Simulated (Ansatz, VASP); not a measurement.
## SiC in VASP and in Ansatz

Contents of INCAR:

```
SYSTEM = SiC
PREC = Accurate
ENCUT = 520
EDIFF = 1E-6
ISMEAR = 0
SIGMA = 0.05
LREAL = .FALSE.
LASPH = .TRUE.
NELM = 100
ALGO = Normal
ISIF = 2
LWAVE = .FALSE.
LCHARG = .FALSE.
GGA = PE
NBANDS = 11
```

File KPOINTS:

```
regular mesh
0
G
  12 12 12
  0 0 0
```

The input POSCAR:

```
SiC
1.0
    0.0000000000      2.2219036220      2.2219036220
    2.2219036220      0.0000000000      2.2219036220
    2.2949301877      2.2949301877     -0.0730265657
Si C
1 1
Direct
    0.0000000000      0.0000000000      0.0000000000
    0.7500000000      0.7500000000      0.7500000000
```

Input for Ansatz:

```yaml
crystal:
  lattice:
    - [0.0, 2.221903622, 2.221903622]
    - [2.221903622, 0.0, 2.221903622]
    - [2.2949301877, 2.2949301877, -0.0730265657]
  atoms:
    - { symbol: Si, position: [0.0, 0.0, 0.0] }
    - { symbol: C, position: [0.75, 0.75, 0.75] }
basis:
  ecutwfc: 520.0
kpoints:
  mp_grid: { grid: [12, 12, 12] }
hamiltonian:
  xc: pbe
scf:
  occupations: { method: gaussian, width: 0.05 }
output:
  forces: true
  stress: true
  eigenvalues: true
```

Alike in both runs: task single point; functional PBE; k mesh 12 × 12 × 12; occupations gaussian, width 0.05 eV; no spin polarisation.

|  | VASP | Ansatz |
| --- | --- | --- |
| version | VASP 6.6.1 | Ansatz 0.2.0 |
| potentials or method | VASP PAW PBE potentials, release 64 (Si, C), cutoff 520 eV | scalar-relativistic, plane waves, PAW |
| valence electrons in the cell | 8 | 8 |

Ansatz gave:

| Property | Result |
| --- | --- |
| gap on the k mesh at the Fermi level (eV) | 1.33 |
| least direct gap on the mesh (eV) | 4.17 |
| pressure (GPa) | -15.7 |
| traceless stress, the component that is largest in VASP (GPa) | -6.32 |
| rms of the force components (eV/Å) | 0.051 |

Task: What did VASP give for the same quantities?

Result: gap on the k mesh at the Fermi level (eV): 1.33; least direct gap on the mesh (eV): 4.17; pressure (GPa): -15.7; traceless stress, the component that is largest in VASP (GPa): -6.35; rms of the force components (eV/Å): 0.052.

Atom by atom the forces differ by 0.000 eV/Å (rms over components). The functional is the same, so the differences come from potentials, cutoffs and numerics.
